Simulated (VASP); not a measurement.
Set up this calculation in VASP 6.6.1, as the native input.

| Quantity | Value |
| --- | --- |
| Task | relaxation of cell and atoms |
| Functional | PBE |
| Potentials or basis | VASP PAW PBE potentials, release 64 (K_sv, Pt) |
| Cutoff | 600 eV |
| k mesh | 9 × 9 × 5 |
| Occupations | fermi-dirac, width 0.1 eV |
| Spin | no spin polarisation |
| Target pressure | 2 GPa |
| Dipole correction | no |
| Further INCAR settings | ALGO = Normal; EDIFF = 1e-06; IBRION = 2; EDIFFG = -0.03; NSW = 80; ISIF = 3 |

The structure of KPt lies in POSCAR:

```
KPt
1.0
    3.0008470000      0.0000000000      0.0000000000
   -1.5004240000      2.5988100000      0.0000000000
    0.0000000000      0.0000000000      5.3455780000
K Pt
1 1
Direct
    0.3333333333      0.6666666667      0.5000000000
    0.0000000000      0.0000000000      0.0000000000
```

The input as run:

INCAR

```
ALGO = Normal
EDIFF = 1E-6
EDIFFG = -0.03
ENCUT = 600
GGA = PE
IBRION = 2
ISIF = 3
ISMEAR = -1
LASPH = T
LCHARG = F
LREAL = F
LWAVE = F
NELM = 100
NSW = 80
PREC = Accurate
PSTRESS = 20.0
SIGMA = 0.1
```

KPOINTS

```
k-points
0
Gamma
  9 9 5
```

Potentials or basis: VASP PAW PBE potentials, release 64 (K_sv, Pt).

Launch:

```sh
$ cat potpaw_PBE.64/K_sv/POTCAR potpaw_PBE.64/Pt/POTCAR > POTCAR
$ mpirun -np 1 vasp_std > vasp.out
```

Results of the run:

- Relaxed volume: 20.33 Å³/atom
- Relaxed cell: a = 2.965 Å, b = 2.965 Å, c = 5.340 Å, α = 90.00°, β = 90.00°, γ = 120.00°
- Space group after relaxing (to 0.05 Å): P-6m2 (No. 187)
- Energy change on relaxing (the enthalpy is what falls): +3.4 meV/atom
- Ionic steps: 4
- Pressure after relaxing: 2.0 GPa

Caveat: the cell is relaxed towards a set pressure, so the enthalpy falls and the energy may rise.

Run time: 44 s on 1 thread of Intel Xeon 6975P-C, on a shared host, peak memory 0.2 GiB.
